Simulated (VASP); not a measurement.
Runs of VASP 6.6.1 on HfO2. The structure is that of space group Fm-3m (No. 225), or close to it. The cells are those of the table. 

```tsv
task	cell	k mesh	cutoff (eV)	smearing	gap on the mesh (eV)	pressure (GPa)
single point	a = 3.577 Å, angles 60.0°, 3 atoms	8 × 8 × 8	520	gaussian 0.02 eV	(a)	-4.0
relaxation of cell and atoms	relaxed from a = 3.577 Å, angles 60.0°, 3 atoms	8 × 8 × 8	600	gaussian 0.02 eV	4.36	-0.1
relaxation of cell and atoms	relaxed from a = 3.558 Å, angles 60.0°, 3 atoms	6 × 6 × 6	600	gaussian 0.1 eV	4.36	-0.1
single point	a = 3.577 Å, angles 60.0°, 3 atoms	6 × 6 × 6	520	gaussian 0.1 eV	4.31	-4.0
```

Alike in all rows: level r2SCAN; potentials or basis VASP PAW PBE potentials, release 64 (Hf_pv, O); no spin polarisation.

**Question.** Estimate the missing entries.

**Answer.** (a) 4.32.

Caveats: the PAW data sets were made with another functional, which shifts forces and pressure a little; spin-orbit coupling is left out, which moves the levels of the heavy elements; the relaxation stopped at its first step, so nothing moved (some runs).

A k mesh can miss the band edges, and the runs leave out spin-orbit coupling on Hf.
